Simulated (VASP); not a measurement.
Here is a VASP 6.6.1 calculation.

File INCAR:

```
ALGO     = Normal         # electronic algorithm
EDIFF    = 1E-7           # SCF threshold, eV
EDIFFG   = -0.01          # ionic threshold
ENCUT    = 600            # plane-wave cutoff, eV
GGA      = PE             # functional
IBRION   = 2              # ionic algorithm
ISIF     = 3              # what is computed and relaxed
ISMEAR   = 0              # smearing method
LASPH    = True           # aspherical terms in the spheres
LCHARG   = False          # write CHGCAR
LREAL    = False          # projectors in reciprocal space
LWAVE    = False          # write WAVECAR
NELM     = 60             # most SCF steps
NSW      = 100            # ionic steps
PREC     = Accurate       # precision mode
SIGMA    = 0.1            # smearing width, eV
```

File KPOINTS:

```
k-points
0
Gamma
  6 6 8
```

The input POSCAR:

```
InAs5
1.0
    5.8902094200      0.0000000000      0.0000000000
   -2.9451047100      5.1010709900      0.0000000000
    0.0000000000      0.0000000000      4.9691065900
In As
1 5
Direct
    0.0000000000      0.0000000000      0.0000000000
    0.3333333300      0.6666666700      0.0000000000
    0.6666666700      0.3333333300      0.0000000000
    0.5000000000      0.0000000000      0.5000000000
    0.5000000000      0.5000000000      0.5000000000
    0.0000000000      0.5000000000      0.5000000000
```

Potentials or basis: VASP PAW PBE potentials, release 64 (In_d, As).

Command:

```sh
$ cat potpaw_PBE.64/In_d/POTCAR potpaw_PBE.64/As/POTCAR > POTCAR
$ mpirun -np 1 vasp_std > vasp.out
```

Question: Estimate the relaxed cell.

Answer: a = 5.516 Å, b = 5.516 Å, c = 5.060 Å, α = 90.00°, β = 90.00°, γ = 120.00°.

Question: Estimate the band gap on the k mesh.

Answer: Zero (band 19 reaches 6.16 eV, above the bottom of band 20 at 5.03 eV).

The path:
```csv
step,energy change (eV),largest force (eV/Å),pressure (GPa),volume (Å³)
1,0.0000,0.0000,-4.71,149.30
2,-0.2335,0.0000,0.34,134.04
3,-0.2342,0.0000,0.02,134.76
4,-0.2447,0.0000,0.05,134.54
5,-0.2911,0.0000,0.11,133.84
6,-0.3222,0.0000,0.52,132.21
7,-0.3314,0.0000,0.23,132.86
8,-0.3318,0.0000,0.27,132.75
9,-0.3303,0.0000,-0.50,134.44
10,-0.3322,0.0000,0.01,133.31
```

Caveat: spin-orbit coupling is left out, which moves the levels of the heavy elements.
